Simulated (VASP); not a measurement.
# TePb2Se (R-3m) in VASP: single point with LDA

Aim: the single point of TePb2Se with LDA.

All numbers are computed with VASP 6.6.1; they aren't measurements. Logs are shortened: lines on timing, memory, paths and dates and some standing lists are left out, and cuts for length are marked.

**1. The cell of the first run**

The structure is trigonal, space group R-3m (No. 166). Conventional cell: a = 4.494 Å, b = 4.494 Å, c = 22.005 Å, α = 90.00°, β = 90.00°, γ = 120.00°. Within 4.3 Å of Te (site symmetry -3m) lie 6 Pb at 3.25 Å. Within 4.1 Å of Pb (site symmetry 3m) lie 3 Se at 3.11 Å and 3 Te at 3.25 Å. Within 4.1 Å of Se (site symmetry -3m) lie 6 Pb at 3.11 Å.

**2. Single point, LDA**

INCAR

```
SYSTEM = TePb2Se
PREC     = Accurate       ! precision mode
ENCUT    = 520            ! plane-wave cutoff, eV
EDIFF    = 1E-6           ! SCF threshold, eV
ISMEAR   = 0              ! smearing method
SIGMA    = 0.05           ! smearing width, eV
LREAL    = .False.        ! projectors in reciprocal space
LASPH    = .True.         ! aspherical terms in the spheres
NELM     = 80             ! most SCF steps
ALGO     = Normal         ! electronic algorithm
ISIF     = 2              ! what is computed and relaxed
LWAVE    = .False.        ! write WAVECAR
LCHARG   = .True.         ! write CHGCAR
LELF     = .True.         ! ELF
LVHAR    = .True.       
NBANDS   = 28             ! bands
```

KPOINTS

```
regular mesh
0
Gamma
  9 9 9
  0 0 0
```

POSCAR

```
TePb2Se
1.0
    2.2470990907      1.2973632649      7.3349964561
   -2.2470990907      1.2973632649      7.3349964561
    0.0000000000     -2.5947265298      7.3349964561
Te Pb Se
1 2 1
Direct
    0.5000000000      0.5000000000      0.5000000000
    0.7446973700      0.7446973700      0.7446973700
    0.2553026300      0.2553026300      0.2553026300
    0.0000000000      0.0000000000      0.0000000000
```

Potentials or basis: VASP PAW LDA potentials, release 64 (Te, Pb_d, Se).

Run with:

```sh
cat potpaw_LDA.64/Te/POTCAR potpaw_LDA.64/Pb_d/POTCAR potpaw_LDA.64/Se/POTCAR > POTCAR
mpirun -np 1 vasp_std > vasp.out
```

OUTCAR:

```text
SYSTEM = TePb2Se
   PREC = Accurate
   ENCUT = 520
   EDIFF = 1E-6
   ISMEAR = 0
   LREAL = .False.
   LASPH = .True.
   NELM = 80
   ISIF = 2

 ion  position               nearest neighbor table
   1  0.500  0.500  0.500-   3 3.25   2 3.25   3 3.25   3 3.25   2 3.25   2 3.25
   2  0.745  0.745  0.745-   4 3.11   4 3.11   4 3.11   1 3.25   1 3.25   1 3.25
   3  0.255  0.255  0.255-   4 3.11   4 3.11   4 3.11   1 3.25   1 3.25   1 3.25
   4  0.000  0.000  0.000-   2 3.11   3 3.11   2 3.11   2 3.11   3 3.11   3 3.11

  LATTYP: Found a trigonal (rhomboedric) cell.
 ALAT       =     7.7804099362
 COS(alpha) =     0.8331717923

  Lattice vectors:

 A1 = (   2.2470990907,   1.2973632649,   7.3349964561)
 A2 = (  -2.2470990907,   1.2973632649,   7.3349964561)
 A3 = (   0.0000000000,  -2.5947265298,   7.3349964561)

Analysis of symmetry for initial positions (statically):
=====================================================================
 Subroutine PRICEL returns:
 Original cell was already a primitive cell.

 Routine SETGRP: Setting up the symmetry group for a
 trigonal (rhombohedral) supercell.

 Subroutine GETGRP returns: Found 12 space group operations
 (whereof 12 operations were pure point group operations)
 out of a pool of 12 trial point group operations.

The static configuration has the point symmetry D_3d.

Analysis of symmetry for dynamics (positions and initial velocities):
=====================================================================
 Subroutine PRICEL returns:
 Original cell was already a primitive cell.

 Routine SETGRP: Setting up the symmetry group for a
 trigonal (rhombohedral) supercell.

 Subroutine GETGRP returns: Found 12 space group operations
 (whereof 12 operations were pure point group operations)
 out of a pool of 12 trial point group operations.

The dynamic configuration has the point symmetry D_3d.

 Subroutine INISYM returns: Found 12 space group operations
 (whereof 12 operations are pure point group operations),
 and found     1 'primitive' translations

----------------------------------------------------------------------------------------

                                     Primitive cell

  volume of cell :     128.3025

  direct lattice vectors                    reciprocal lattice vectors
     2.247099091  1.297363265  7.334996456     0.222509102  0.128465690  0.045444239
    -2.247099091  1.297363265  7.334996456    -0.222509102  0.128465690  0.045444239
     0.000000000 -2.594726530  7.334996456     0.000000000 -0.256931379  0.045444239

  length of vectors
     7.780409936  7.780409936  7.780409936     0.260919360  0.260919360  0.260919360

  position of ions in fractional coordinates (direct lattice)
     0.500000000  0.500000000  0.500000000
     0.744697370  0.744697370  0.744697370
     0.255302630  0.255302630  0.255302630
     0.000000000  0.000000000  0.000000000

  ion indices of the primitive-cell ions
   primitive index   ion index
                 1           1
                 2           2
                 3           3
                 4           4

----------------------------------------------------------------------------------------

 KPOINTS: regular mesh

Automatic generation of k-mesh.
 Grid dimensions read from file:
 generate k-points for:    9    9    9

 Generating k-lattice:

  Cartesian coordinates                     Fractional coordinates (reciprocal lattice)
     0.024723234  0.014273966  0.005049360     0.111111111  0.000000000 -0.000000000
    -0.024723234  0.014273966  0.005049360     0.000000000  0.111111111 -0.000000000
     0.000000000 -0.028547931  0.005049360    -0.000000000 -0.000000000  0.111111111

  Length of vectors
     0.028991040  0.028991040  0.028991040

  Shift w.r.t. Gamma in fractional coordinates (k-lattice)
     0.000000000  0.000000000  0.000000000

 Subroutine IBZKPT returns following result:
 ===========================================

 Found     85 irreducible k-points:

 Following reciprocal coordinates:
            Coordinates               Weight
  0.000000  0.000000  0.000000      1.000000
  0.111111  0.000000  0.000000      6.000000
  0.222222  0.000000  0.000000      6.000000
  0.333333 -0.000000  0.000000      6.000000
  0.444444  0.000000  0.000000      6.000000
  0.111111  0.111111  0.000000      6.000000
[... 16 lines left out ...]
 -0.333333  0.333333  0.000000      6.000000
  0.444444  0.444444  0.000000      6.000000
 [... further k-points ...]
   k-points           NKPTS =     85   k-points in BZ     NKDIM =     85   number of bands    NBANDS=     28
   number of dos      NEDOS =    301   number of ions     NIONS =      4
   total plane-waves  NPLWV = 216000
   dimension x,y,z NGX =    60 NGY =   60 NGZ =   60
   dimension x,y,z NGXF=   120 NGYF=  120 NGZF=  120
   ions per type =               1   2   1
   NGX,Y,Z   is equivalent  to a cutoff of  12.82, 12.82, 12.82 a.u.
   NGXF,Y,Z  is equivalent  to a cutoff of  25.64, 25.64, 25.64 a.u.
 SYSTEM =  TePb2Se
   PREC   = accura    normal or accurate (medium, high low for compatibility)
   ISTART =      0    job   : 0-new  1-cont  2-samecut
   ICHARG =      2    charge: 1-file 2-atom 10-const
   ISPIN  =      1    spin polarized calculation?
   LNONCOLLINEAR =      F non collinear calculations
   LSORBIT =      F    spin-orbit coupling
   LASPH  =      T    aspherical Exc in radial PAW
   ENCUT  =  520.0 eV  38.22 Ry    6.18 a.u.  14.47 14.47 14.47*2*pi/ulx,y,z
   NELM   =     80;   NELMIN=  2; NELMDL= -5     # of ELM steps
   EDIFF  = 0.1E-05   stopping-criterion for ELM
   LREAL  =      F    real-space projection
   EDIFFG = 0.1E-04   stopping-criterion for IOM
   NSW    =      0    number of steps for IOM
   IBRION =     -1    ionic relax: 0-MD 1-quasi-New 2-CG
   NFREE  =      0    steps in history (QN), initial steepest desc. (CG)
   ISIF   =      2    stress and relaxation
   ISYM   =      2    0-nonsym 1-usesym 2-fastsym
   POTIM  = 0.5000    time-step for ionic-motion
   TEBEG  =    0.0;   TEEND  =   0.0 temperature during run
   PSTRESS=    0.0 pullay stress
   NELECT =      40.0000    total number of electrons
   NUPDOWN=      -1.0000    fix difference up-down
   EMIN   =  10.00;   EMAX   =-10.00  energy-range for DOS
   EFERMI =   0.00;   METHOD = LEGACY
   ISMEAR =     0;   SIGMA  =   0.05  broadening in eV -4-tet -1-fermi 0-gaus
   EFERMI_NEDOS =   21; number of points for ismear=-14 and -15
   IALGO  =     38    algorithm
   IMIX   =      4    mixing-type and parameters
     AMIX     =   0.40;   BMIX     =  1.00
     AMIX_MAG =   1.60;   BMIX_MAG =  1.00
  volume/ion in A,a.u.               =      32.08       216.46
  Fermi-wavevector in a.u.,A,eV,Ry     =   1.110069  2.097726 16.765812  1.232252
  Thomas-Fermi vector in A             =   2.246616
   LORBIT       =      0    0 simple, 1 ext, 2 COOP (PROOUT), +10 PAW based schemes
   GGA     = CA    functional components
   LHFCALC =     F    Hartree Fock is set to
   AEXX    =    0.0000 exact exchange contribution
   IVDW    =     0    specifies the selected vdW correction
   LEPSILON=     F    determine dielectric tensor
   LRPA    =     F    only Hartree local field effects (RPA)
 non-spin polarized calculation
 Gauss-broadening in eV      SIGMA  =   0.05
  energy-cutoff  :      520.00
  volume of cell :      128.30
 maximum number of plane-waves:      3481
 NGX is ok and might be reduce to    60
   NGX = 29   NGY = 29   NGZ = 29

 number of electron      39.9999999 magnetization

 Free energy of the ion-electron system (eV)
  ---------------------------------------------------
  ext. energy  EPLUGINS =         0.00000000
  ---------------------------------------------------
  free energy    TOTEN  =       -18.12401881 eV

  energy without entropy =      -18.12401881  energy(sigma->0) =      -18.12401881

 E-fermi :   5.0173     XC(G=0):  -9.5808

 val. band max:        4.7953122686   @ k =   0.0000   0.0000   0.0000
 cond. band min:       5.3341193820   @ k =   0.0000   0.0000   0.0000
 fundamental gap:      0.5388071134
 Fermi energy:         5.0172762623

 k-point     1 :       0.0000    0.0000    0.0000
  band No.  band energies     occupation
      1     -11.8687      2.00000
      2     -11.8687      2.00000
      3     -11.8522      2.00000
      4     -11.8522      2.00000
      5     -11.8464      2.00000
      6     -11.8464      2.00000
[... 20 lines left out ...]
     27      10.9279      0.00000
     28      10.9902      0.00000

 k-point     2 :       0.1111    0.0000    0.0000
  band No.  band energies     occupation
      1     -11.8742      2.00000
      2     -11.8663      2.00000
      3     -11.8550      2.00000
      4     -11.8523      2.00000
      5     -11.8473      2.00000
      6     -11.8437      2.00000
[... 20 lines left out ...]
     27      10.5695      0.00000
     28      11.2719      0.00000

 k-point     3 :       0.2222    0.0000    0.0000
  band No.  band energies     occupation
      1     -11.8879      2.00000
      2     -11.8631      2.00000
      3     -11.8611      2.00000
      4     -11.8523      2.00000
      5     -11.8489      2.00000
      6     -11.8388      2.00000
[... 20 lines left out ...]
     27      10.1413      0.00000
     28      12.0153      0.00000

 k-point     4 :       0.3333   -0.0000    0.0000
  band No.  band energies     occupation
      1     -11.9020      2.00000
      2     -11.8747      2.00000
      3     -11.8584      2.00000
      4     -11.8503      2.00000
      5     -11.8503      2.00000
      6     -11.8391      2.00000
[... 578 lines left out ...]
     27      10.2845      0.00000
     28      11.7071      0.00000

 k-point    23 :      -0.3333    0.3333    0.0000
  band No.  band energies     occupation
      1     -11.9106      2.00000
      2     -11.8871      2.00000
      3     -11.8591      2.00000
      4     -11.8514      2.00000
      5     -11.8412      2.00000
      6     -11.8384      2.00000
[... 20 lines left out ...]
     27      11.2045      0.00000
     28      11.7846      0.00000

 k-point    24 :       0.4444    0.4444    0.0000
  band No.  band energies     occupation
      1     -11.9299      2.00000
      2     -11.8694      2.00000
      3     -11.8669      2.00000
      4     -11.8583      2.00000
      5     -11.8432      2.00000
      6     -11.8389      2.00000
[... 20 lines left out ...]
     27      10.7072      0.00000
     28      12.9492      0.00000

 [... further k-points ...]

------------------------ aborting loop because EDIFF is reached ----------------------------------------

  FORCE on cell =-STRESS in cart. coord.  units (eV):
  Direction    XX          YY          ZZ          XY          YZ          ZX
  --------------------------------------------------------------------------------------
  -------------------------------------------------------------------------------------
  Total       -2.5027961     -2.5027961     -2.4898953      0.0000000     -0.0000000      0.0000000
  in kB      -31.2536735    -31.2536735    -31.0925744      0.0000000     -0.0000000      0.0000000
  external PRESSURE =     -31.1999738 kB  Pullay stress =       0.0000000 kB

 VOLUME and BASIS-vectors are now :
 -----------------------------------------------------------------------------
  energy-cutoff  :      520.00
  volume of cell :      128.30
      direct lattice vectors                 reciprocal lattice vectors
     2.247099091  1.297363265  7.334996456     0.222509102  0.128465690  0.045444239
    -2.247099091  1.297363265  7.334996456    -0.222509102  0.128465690  0.045444239
     0.000000000 -2.594726530  7.334996456     0.000000000 -0.256931379  0.045444239

 POSITION                                       TOTAL-FORCE (eV/Angst)
 -----------------------------------------------------------------------------------
      0.00000      0.00000     11.00249         0.000000      0.000000     -0.000000
      0.00000      0.00000     16.38706        -0.000000      0.000000     -0.021256
      0.00000      0.00000      5.61793        -0.000000     -0.000000      0.021256
      0.00000      0.00000      0.00000        -0.000000      0.000000     -0.000000
 -----------------------------------------------------------------------------------
    total drift:                               -0.000000     -0.000000     -0.000000

  FREE ENERGIE OF THE ION-ELECTRON SYSTEM (eV)
  ---------------------------------------------------
  free  energy   TOTEN  =       -18.1240188122 eV

  energy  without entropy=      -18.1240188122  energy(sigma->0) =      -18.12401881
```

Wall time 22 min (1 thread of Intel Xeon 8259CL, shared host); peak memory 0.58 GiB.

Results:

```
Free energy            : -18.1240 eV
Pressure               : -3.1 GPa
Largest force          : 0.021 eV/Å
Band gap on the k mesh : 0.54 eV
```

Forces in eV/Å, atoms in the order of the input:
```
Te   0.000  0.000  0.000
Pb   0.000  0.000 -0.021
Pb   0.000  0.000  0.021
Se   0.000  0.000  0.000
```

Levels at points of the mesh, in eV from the valence-band top:
```tsv
k point	band 17	band 18	band 19	band 20	band 21	band 22	band 23	band 24
(0.00, 0.00, 0.00)	-1.44	-0.78	-0.78	0.00	0.54	1.48	1.48	4.26
```

Caveat: the cell stands under tension; spin-orbit coupling is left out, which moves the levels of the heavy elements; an odd mesh through Γ misses points on the zone boundary, where band edges can lie.
